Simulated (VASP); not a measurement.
# MgB15N15 (a cell with a defect) in VASP: a series of runs

MgB15N15 (a cell with a defect) is run at these levels: PBE; tasks: single point, relaxation of the atoms.

All numbers are computed with VASP 6.6.1; they aren't measurements. Logs are shortened: lines on timing, memory, paths and dates and some standing lists are left out, and cuts for length are marked.

## 1. The cell of the first run

The cell holds a defect, 31 atoms: a = 6.277 Å, b = 6.277 Å, c = 6.277 Å, α = 109.47°, β = 109.47°, γ = 109.47°.

## 2. Single point, PBE, collinear spin

The input, INCAR:

```
SYSTEM = MgB15N15
  PREC = Accurate
  ENCUT = 520
  EDIFF = 1E-6
  ISMEAR = -1
  SIGMA = 0.01
  LREAL = Auto
  LASPH = .TRUE.
  NELM = 200
  ALGO = Normal
  ISIF = 2
  LWAVE = .FALSE.
  LCHARG = .FALSE.
  ISPIN = 2
  MAGMOM = 0.2 0.01 0 0.03 0.01 0 0 0 0 0 0 0.03 0 0 0.01 0.02 0.02 0.01 0.02 0.02 0 0 0 0.01 0 0 0 0.02 0 0 0
  LORBIT = 11
  NUPDOWN = 1.0
  GGA = PE
  NBANDS = 86
  NELECT = 123.0
  GGA_COMPAT = .FALSE.
  ISYM = -1
```

The input, KPOINTS:

```
explicit points
1
Reciprocal
  0.25000000   0.25000000   0.25000000 1
```

The input, POSCAR:

```
MgB15N15
1.0
   -3.6241103844      3.6241103844     -3.6241103844
    3.6241103844      3.6241103844      3.6241103844
    3.6241103844     -3.6241103844     -3.6241103844
B Mg N
15 1 15
Direct
    0.0047155558      0.0039715470     -0.0160505288
    0.0067667660      0.2533481264      0.7569350483
    0.0083345964      0.5062336232      0.5047499289
   -0.0153819215      0.7370366645      0.2502781573
    0.2540943546      0.0059983896      0.7569378684
    0.2515653091      0.5090861235      0.2565963862
    0.2508558761      0.7528925533      0.0021665266
    0.5069854808      0.0075728174      0.5047457509
    0.5098425104      0.2508022979      0.2565999969
    0.4951107600      0.4943444501     -0.0010566493
    0.5001411319      0.7518810859      0.7494075188
    0.7377724025     -0.0162019201      0.2502264302
    0.7536589161      0.2500955024      0.0021735968
    0.7526253128      0.4993581110      0.7493971420
    0.7507895813      0.7500331011      0.5043427026
    0.1769532051      0.1762495466      0.4195918153
    0.0012119805      0.2566597227      0.0017348665
    0.0078453028      0.5052304001      0.7553534138
   -0.0025303435      0.7509611007      0.5042489531
    0.2574111895      0.0004485619      0.0017348442
    0.2498198905      0.2490621786      0.7733660523
    0.2532228803      0.5296972803      0.5024353923
    0.2477492520      0.7603535353      0.2510472451
    0.5060044726      0.0070922310      0.7553646146
    0.5304237087      0.2524467303      0.5024154224
    0.5041043890      0.5033461226      0.2563944848
    0.4994404623      0.7473007063      0.0009817257
    0.7517224977     -0.0032961399      0.5042405710
    0.7611176531      0.2469888887      0.2510464511
    0.7480715592      0.4987041040      0.0009944444
    0.7518269100      0.7510750007      0.7522182841
```

Potentials or basis: VASP PAW PBE potentials, release 64 (B, Mg, N).

Command:

```console
cat potpaw_PBE.64/B/POTCAR potpaw_PBE.64/Mg/POTCAR potpaw_PBE.64/N/POTCAR > POTCAR
mpirun -np 1 vasp_std > vasp.out
```

OUTCAR:

```text
SYSTEM = MgB15N15
   PREC = Accurate
   ENCUT = 520
   EDIFF = 1E-6
   ISMEAR = -1
   LREAL = Auto
   LASPH = .TRUE.
   NELM = 200
   ISIF = 2
   ISPIN = 2
   LORBIT = 11
   NUPDOWN = 1.0
   GGA = PE
   NELECT = 123.0
   ISYM = -1

 ion  position               nearest neighbor table
   1  0.005  0.004  0.984-  31 1.55  17 1.56  20 1.56  16 2.26
   2  0.007  0.253  0.757-  21 1.50  17 1.54  18 1.58  28 1.60  16 2.65
   3  0.008  0.506  0.505-  22 1.50  19 1.56  18 1.58  29 1.59  16 2.61
   4  0.985  0.737  0.250-  30 1.52  19 1.54  23 1.61  16 2.27
   5  0.254  0.006  0.757-  21 1.50  20 1.54  24 1.58  19 1.60  16 2.65
   6  0.252  0.509  0.257-  22 1.50  17 1.59  23 1.60  26 1.60  16 2.59
   7  0.251  0.753  0.002-  20 1.54  18 1.54  23 1.55  27 1.57
   8  0.507  0.008  0.505-  25 1.50  28 1.56  24 1.58  23 1.59  16 2.61
   9  0.510  0.251  0.257-  25 1.50  20 1.59  29 1.60  26 1.60  16 2.59
  10  0.495  0.494  0.999-  21 1.50  30 1.57  27 1.57  26 1.58
  11  0.500  0.752  0.749-  22 1.51  31 1.58  24 1.58  27 1.59
  12  0.738  0.984  0.250-  27 1.52  28 1.54  29 1.61  16 2.27
  13  0.754  0.250  0.002-  17 1.54  24 1.54  29 1.55  30 1.57
  14  0.753  0.499  0.749-  25 1.51  31 1.58  18 1.58  30 1.59
  15  0.751  0.750  0.504-  28 1.55  19 1.55  26 1.55  31 1.55
  16  0.177  0.176  0.420-  22 1.94  25 1.94  21 1.96   1 2.26  12 2.27   4 2.27   6 2.59   9 2.59
                             3 2.61   8 2.61   2 2.65   5 2.65  29 2.72  23 2.72
  17  0.001  0.257  0.002-  13 1.54   2 1.54   1 1.56   6 1.59
  18  0.008  0.505  0.755-   7 1.54   3 1.58  14 1.58   2 1.58
  19  0.997  0.751  0.504-   4 1.54  15 1.55   3 1.56   5 1.60
  20  0.257  0.000  0.002-   7 1.54   5 1.54   1 1.56   9 1.59
  21  0.250  0.249  0.773-  10 1.50   2 1.50   5 1.50  16 1.96
  22  0.253  0.530  0.502-   3 1.50   6 1.50  11 1.51  16 1.94
  23  0.248  0.760  0.251-   7 1.55   8 1.59   6 1.60   4 1.61  16 2.72
  24  0.506  0.007  0.755-  13 1.54   8 1.58  11 1.58   5 1.58
  25  0.530  0.252  0.502-   8 1.50   9 1.50  14 1.51  16 1.94
  26  0.504  0.503  0.256-  15 1.55  10 1.58   6 1.60   9 1.60
  27  0.499  0.747  0.001-  12 1.52  10 1.57   7 1.57  11 1.59
  28  0.752  0.997  0.504-  12 1.54  15 1.55   8 1.56   2 1.60
  29  0.761  0.247  0.251-  13 1.55   3 1.59   9 1.60  12 1.61  16 2.72
  30  0.748  0.499  0.001-   4 1.52  10 1.57  13 1.57  14 1.59
  31  0.752  0.751  0.752-   1 1.55  15 1.55  11 1.58  14 1.58

IMPORTANT INFORMATION: All symmetrisations will be switched off!
NOSYMM: (Re-)initialisation of all symmetry stuff for point group C_1.

----------------------------------------------------------------------------------------

                                     Primitive cell

  volume of cell :     190.3988

  direct lattice vectors                    reciprocal lattice vectors
    -3.624110384  3.624110384 -3.624110384     0.000000000  0.137964893 -0.137964893
     3.624110384  3.624110384  3.624110384     0.137964893  0.137964893  0.000000000
     3.624110384 -3.624110384 -3.624110384     0.137964893  0.000000000 -0.137964893

  length of vectors
     6.277143318  6.277143318  6.277143318     0.195111822  0.195111822  0.195111822

  position of ions in fractional coordinates (direct lattice)
     0.004715556  0.003971547  0.983949471
     0.006766766  0.253348126  0.756935048
     0.008334596  0.506233623  0.504749929
     0.984618078  0.737036665  0.250278157
     0.254094355  0.005998390  0.756937868
     0.251565309  0.509086123  0.256596386
[... 23 lines left out ...]
     0.748071559  0.498704104  0.000994444
     0.751826910  0.751075001  0.752218284

  ion indices of the primitive-cell ions
   primitive index   ion index
                 1           1
                 2           2
                 3           3
                 4           4
                 5           5
                 6           6
[... 23 lines left out ...]
                30          30
                31          31

----------------------------------------------------------------------------------------

 KPOINTS: explicit points

Read explicit list of k-points.

 Found      1 k-points:

 Following reciprocal coordinates:
            Coordinates               Weight
  0.250000  0.250000  0.250000      1.000000
   k-points           NKPTS =      1   k-points in BZ     NKDIM =      1   number of bands    NBANDS=     86
   number of dos      NEDOS =    301   number of ions     NIONS =     31
   total plane-waves  NPLWV = 110592
   dimension x,y,z NGX =    48 NGY =   48 NGZ =   48
   dimension x,y,z NGXF=    96 NGYF=   96 NGZF=   96
   ions per type =              15   1  15
   NGX,Y,Z   is equivalent  to a cutoff of  12.71, 12.71, 12.71 a.u.
   NGXF,Y,Z  is equivalent  to a cutoff of  25.42, 25.42, 25.42 a.u.
 SYSTEM =  MgB15N15
   PREC   = accura    normal or accurate (medium, high low for compatibility)
   ISTART =      0    job   : 0-new  1-cont  2-samecut
   ICHARG =      2    charge: 1-file 2-atom 10-const
   ISPIN  =      2    spin polarized calculation?
   LNONCOLLINEAR =      F non collinear calculations
   LSORBIT =      F    spin-orbit coupling
   LASPH  =      T    aspherical Exc in radial PAW
   ENCUT  =  520.0 eV  38.22 Ry    6.18 a.u.  11.67 11.67 11.67*2*pi/ulx,y,z
   NELM   =    200;   NELMIN=  2; NELMDL= -5     # of ELM steps
   EDIFF  = 0.1E-05   stopping-criterion for ELM
   LREAL  =      T    real-space projection
   EDIFFG = 0.1E-04   stopping-criterion for IOM
   NSW    =      0    number of steps for IOM
   IBRION =     -1    ionic relax: 0-MD 1-quasi-New 2-CG
   NFREE  =      0    steps in history (QN), initial steepest desc. (CG)
   ISIF   =      2    stress and relaxation
   ISYM   =     -1    0-nonsym 1-usesym 2-fastsym
   POTIM  = 0.5000    time-step for ionic-motion
   TEBEG  =    0.0;   TEEND  =   0.0 temperature during run
   PSTRESS=    0.0 pullay stress
   NELECT =     123.0000    total number of electrons
   NUPDOWN=       1.0000    fix difference up-down
   EMIN   =  10.00;   EMAX   =-10.00  energy-range for DOS
   EFERMI =   0.00;   METHOD = LEGACY
   ISMEAR =    -1;   SIGMA  =   0.01  broadening in eV -4-tet -1-fermi 0-gaus
   EFERMI_NEDOS =   21; number of points for ismear=-14 and -15
   IALGO  =     38    algorithm
   IMIX   =      4    mixing-type and parameters
     AMIX     =   0.40;   BMIX     =  1.00
     AMIX_MAG =   1.60;   BMIX_MAG =  1.00
  volume/ion in A,a.u.               =       6.14        41.45
  Fermi-wavevector in a.u.,A,eV,Ry     =   1.415213  2.674365 27.250124  2.002828
  Thomas-Fermi vector in A             =   2.536675
   LORBIT       =     11    0 simple, 1 ext, 2 COOP (PROOUT), +10 PAW based schemes
   GGA     = PE    functional components
   LHFCALC =     F    Hartree Fock is set to
   AEXX    =    0.0000 exact exchange contribution
   IVDW    =     0    specifies the selected vdW correction
   LEPSILON=     F    determine dielectric tensor
   LRPA    =     F    only Hartree local field effects (RPA)
 spin polarized calculation
  energy-cutoff  :      520.00
  volume of cell :      190.40
 maximum number of plane-waves:      5072
 NGX is ok and might be reduce to    48
   NGX = 23   NGY = 23   NGZ = 23

 number of electron     123.0000005 magnetization       1.0000029

 Free energy of the ion-electron system (eV)
  ---------------------------------------------------
  ext. energy  EPLUGINS =         0.00000000
  ---------------------------------------------------
  free energy    TOTEN  =      -246.95704932 eV

  energy without entropy =     -246.95704932  energy(sigma->0) =     -246.95704932

 E-fermi :   7.5173     XC(G=0): -12.6906

 val. band max:       10.4957209363   @ k =   0.2500   0.2500   0.2500
 cond. band min:      11.3241362974   @ k =   0.2500   0.2500   0.2500
 fundamental gap:      0.8284153611
 Fermi energy:        10.7711307241

 spin component 1

 k-point     1 :       0.2500    0.2500    0.2500
  band No.  band energies     occupation
      1     -11.7876      1.00000
      2     -11.7828      1.00000
      3     -11.6200      1.00000
      4     -10.8680      1.00000
      5      -8.7512      1.00000
      6      -8.6990      1.00000
[... 65 lines left out ...]
     72      15.0652      0.00000
     73      15.1824      0.00000
 Fermi energy:         7.5172861910

 spin component 2

 k-point     1 :       0.2500    0.2500    0.2500
  band No.  band energies     occupation
      1     -11.7656      1.00000
      2     -11.7525      1.00000
      3     -11.5979      1.00000
      4     -10.8371      1.00000
      5      -8.7185      1.00000
      6      -8.6759      1.00000
[... 65 lines left out ...]
     72      15.1265      0.00000
     73      15.2862      0.00000
 [bands above 73 left out]

------------------------ aborting loop because EDIFF is reached ----------------------------------------

  FORCE on cell =-STRESS in cart. coord.  units (eV):
  Direction    XX          YY          ZZ          XY          YZ          ZX
  --------------------------------------------------------------------------------------
  -------------------------------------------------------------------------------------
  Total       23.3713184     32.9281033     23.3783840     -4.9778136      4.9893972     -1.2682944
  in kB      196.6661211    277.0850248    196.7255773    -41.8875511     41.9850256    -10.6725058
  external PRESSURE =     223.4922410 kB  Pullay stress =       0.0000000 kB

 VOLUME and BASIS-vectors are now :
 -----------------------------------------------------------------------------
  energy-cutoff  :      520.00
  volume of cell :      190.40
      direct lattice vectors                 reciprocal lattice vectors
    -3.624110384  3.624110384 -3.624110384     0.000000000  0.137964893 -0.137964893
     3.624110384  3.624110384  3.624110384     0.137964893  0.137964893  0.000000000
     3.624110384 -3.624110384 -3.624110384     0.137964893  0.000000000 -0.137964893

 POSITION                                       TOTAL-FORCE (eV/Angst)
 -----------------------------------------------------------------------------------
      3.56325     -3.53446     -3.56864        -0.004934     -0.003827      0.003273
      3.63685     -1.80053     -1.84958        -0.005696     -0.001513      0.022618
      3.63371      0.03558     -0.02483        -0.000349     -0.017008      0.000864
      0.00977      5.33243     -1.80430         0.000499      0.011988      0.007020
      1.84410     -1.80062     -3.64235        -0.023805      0.001012      0.004922
      1.86322      1.82675      0.00335        -0.011864      0.005575      0.003816
[... 23 lines left out ...]
     -0.90013      4.51485     -0.90734        -0.008209     -0.003300      0.008998
      2.72340      2.72056     -2.72885         0.002430     -0.006365     -0.004047
 -----------------------------------------------------------------------------------
    total drift:                               -0.006162     -0.002788      0.008358

  FREE ENERGIE OF THE ION-ELECTRON SYSTEM (eV)
  ---------------------------------------------------
  free  energy   TOTEN  =      -246.9570493239 eV

  energy  without entropy=     -246.9570493239  energy(sigma->0) =     -246.95704932

 total charge

# of ion       s       p       d       tot
------------------------------------------
    1        0.674   1.377   0.000   2.050
    2        0.683   1.396   0.000   2.079
    3        0.684   1.396   0.000   2.079
    4        0.678   1.313   0.000   1.991
    5        0.683   1.396   0.000   2.079
    6        0.677   1.364   0.000   2.041
[... 23 lines left out ...]
   30        1.213   2.771   0.000   3.984
   31        1.211   2.771   0.000   3.982
--------------------------------------------------
tot         28.676  62.681   0.107  91.465

 magnetization (x)

# of ion       s       p       d       tot
------------------------------------------
    1        0.050   0.281   0.000   0.331
    2        0.002   0.010   0.000   0.012
    3        0.001   0.004   0.000   0.005
    4        0.009   0.044   0.000   0.053
    5        0.002   0.010   0.000   0.012
    6        0.001   0.002   0.000   0.003
[... 23 lines left out ...]
   30       -0.000  -0.001   0.000  -0.001
   31       -0.001   0.002   0.000   0.001
--------------------------------------------------
tot          0.090   0.522   0.016   0.628
```

Run time: 1.8 min. Hardware: 1 thread of Intel Xeon Platinum 8175M at 2.50GHz (Skylake/Cascade Lake), shared host; peak memory 0.4 GiB.

What came out:

* Free energy: -246.9570 eV
* Largest force: 0.024 eV/Å
* Net moment: 1.00 μB per cell
* Site moments: B +0.33, +0.01, +0.05, +0.00 (each value once); Mg +0.04; N +0.02, +0.01, +0.00, -0.00 (each value once) μB
* Valence electrons inside the program's atomic spheres: B 2.05, 2.08, 1.99, 2.04, 2.09, 2.07, 2.11 (each value once); Mg 0.63; N 3.99, 3.98, 4.06, 4.07, 3.95, 3.96 (each value once)

Forces in eV/Å, atoms in the order of the input:
```
B   -0.005 -0.004  0.003
B   -0.006 -0.002  0.023
B    0.000 -0.017  0.001
B    0.000  0.012  0.007
B   -0.024  0.001  0.005
B   -0.012  0.006  0.004
B   -0.003  0.002 -0.004
B   -0.001 -0.016  0.000
B   -0.005  0.006  0.013
B    0.002  0.013  0.000
B    0.005 -0.003 -0.014
B   -0.001  0.015 -0.003
B    0.005  0.003  0.005
B    0.016  0.000 -0.005
B   -0.001  0.000  0.001
Mg  -0.002 -0.008 -0.002
N    0.006 -0.002 -0.014
N   -0.003 -0.004  0.003
N    0.009  0.004 -0.008
N    0.015 -0.002 -0.006
N    0.003  0.007 -0.004
N    0.005  0.007 -0.002
N    0.007 -0.003 -0.004
N   -0.002 -0.004  0.005
N    0.004  0.006 -0.007
N   -0.003 -0.004  0.003
N   -0.012 -0.002  0.006
N    0.007  0.005 -0.008
N    0.003 -0.005 -0.007
N   -0.008 -0.003  0.009
N    0.002 -0.006 -0.004
```

Caveat: the cell carries a net charge on a neutralising background, which shifts energy and pressure; the cell is charged against a uniform background, so pressure and absolute levels hang on convention; the total moment is fixed, so each spin has its own Fermi level and the state may be an excited one.

[end of part 1 of 2]
